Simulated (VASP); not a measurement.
Input of a VASP 6.6.1 run:

Contents of POSCAR:

```
LaLuAs2
1.0
    2.1030128903      1.2141750583      6.8415678667
   -2.1030128903      1.2141750583      6.8415678667
    0.0000000000     -2.4283501167      6.8415678667
La Lu As
1 1 2
Direct
    1.0000000000      0.0000000000      0.0000000000
    0.5000000000      0.5000000000      0.5000000000
    0.2433640457      0.2433640457      0.2433640457
    0.7566359543      0.7566359543      0.7566359543
```

The input INCAR.step1:

```
PREC     = Accurate       # precision mode
ENCUT    = 520            # plane-wave cutoff, eV
ISMEAR   = -1             # smearing method
SIGMA    = 0.02           # smearing width, eV
LREAL    = False          # projectors in reciprocal space
LASPH    = True           # aspherical terms in the spheres
NELM     = 60             # most SCF steps
NBANDS   = 31             # bands
GGA      = PE             # functional
ALGO     = Normal         # electronic algorithm
EDIFF    = 1E-4           # SCF threshold, eV
LWAVE    = True           # write WAVECAR
LCHARG   = False          # write CHGCAR
```

File INCAR.step2:

```
PREC     = Accurate       # precision mode
ENCUT    = 520            # plane-wave cutoff, eV
EDIFF    = 1E-6           # SCF threshold, eV
ISMEAR   = -1             # smearing method
SIGMA    = 0.02           # smearing width, eV
LREAL    = False          # projectors in reciprocal space
LASPH    = True           # aspherical terms in the spheres
NELM     = 60             # most SCF steps
ALGO     = Normal         # electronic algorithm
ISIF     = 2              # what is computed and relaxed
LWAVE    = False          # write WAVECAR
LCHARG   = False          # write CHGCAR
METAGGA  = R2SCAN         # meta-GGA
LMIXTAU  = True         
NBANDS   = 31             # bands
ISTART   = 1
```

The input KPOINTS:

```
regular mesh
0
Gamma
  8 8 8
```

Potentials or basis: VASP PAW PBE potentials, release 64 (La, Lu, As).

The run is started by

```console
$ cat potpaw_PBE.64/La/POTCAR potpaw_PBE.64/Lu/POTCAR potpaw_PBE.64/As/POTCAR > POTCAR
$ cp INCAR.step1 INCAR
$ mpirun -np 1 vasp_std > vasp.out
$ cp INCAR.step2 INCAR
$ mpirun -np 1 vasp_std > vasp.out
```

**Question.** What does it give for the pressure?

**Answer.** 0.1 GPa.

**Question.** Estimate the band gap on the k mesh.

**Answer.** Zero (bands 23 and 24 overlap by 0.34 eV).

**Question.** Predict the largest force.

**Answer.** 0.047 eV/Å.

Forces in eV/Å, atoms in the order of the input:
```
La   0.000  0.000  0.000
Lu   0.000  0.000  0.000
As   0.000  0.000  0.047
As   0.000  0.000 -0.047
```

Caveat: semilocal functionals underestimate gaps, and a narrow one can read as zero; the PAW data sets were made with another functional, which shifts forces and pressure a little; spin-orbit coupling is left out, which moves the levels of the heavy elements.
